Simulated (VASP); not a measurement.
A run of VASP 6.6.1:

The input INCAR:

```
SYSTEM = W16F
ALGO = Normal
EDIFF = 1E-6
ENCUT = 520
GGA = PE
ISIF = 2
ISMEAR = 1
LASPH = .TRUE.
LCHARG = .FALSE.
LREAL = Auto
LWAVE = .FALSE.
NBANDS = 130
NELM = 60
PREC = Accurate
SIGMA = 0.1
```

Contents of KPOINTS:

```
k-points
0
G
  3 3 3
  0 0 0
```

Contents of POSCAR:

```
W16F
1.0
    6.3684112200      0.0000000000      0.0000000000
    0.0000000000      6.3684112200      0.0000000000
    0.0000000000      0.0000000000      6.3684112200
W F
16 1
Direct
    0.0121228658     -0.0050791081     -0.0000833891
    0.2547505777      0.2497890905      0.2487732027
    0.0105490437     -0.0013268672      0.4999140785
    0.2547447176      0.2497886333      0.7510483864
    0.0120948427      0.5046850792     -0.0000897644
    0.2532130672      0.7498359845      0.2450568163
    0.0105781134      0.5009638863      0.4998986772
    0.2532163771      0.7498389536      0.7547527357
    0.5058871647     -0.0014340099     -0.0000948192
    0.7783821938      0.2497848622      0.2202661121
    0.4870110788     -0.0297709730      0.4999031873
    0.7783855884      0.2497777149      0.7795460701
    0.5058427408      0.5010384803     -0.0000878568
    0.7594131180      0.7498067897      0.2486259643
    0.4869471659      0.5295009065      0.4999118968
    0.7594152914      0.7497986244      0.7511903811
    0.6326704465      0.2498889791      0.4999081224
```

Potentials or basis: VASP PAW PBE potentials, release 64 (W_sv, F).

Command:

```console
$ cat potpaw_PBE.64/W_sv/POTCAR potpaw_PBE.64/F/POTCAR > POTCAR
$ mpirun -np 1 vasp_std > vasp.out
```

Hardware: 1 thread of Intel(R) Xeon(R) Platinum 8488C (Sapphire Rapids), on a shared host.

Question: How long does it take, and how much memory?

Answer: It took 8.1 min on 1 thread of Intel(R) Xeon(R) Platinum 8488C (Sapphire Rapids), on a shared host, peak memory 0.48 GiB. Counts: scf iterations 16, k points 14.
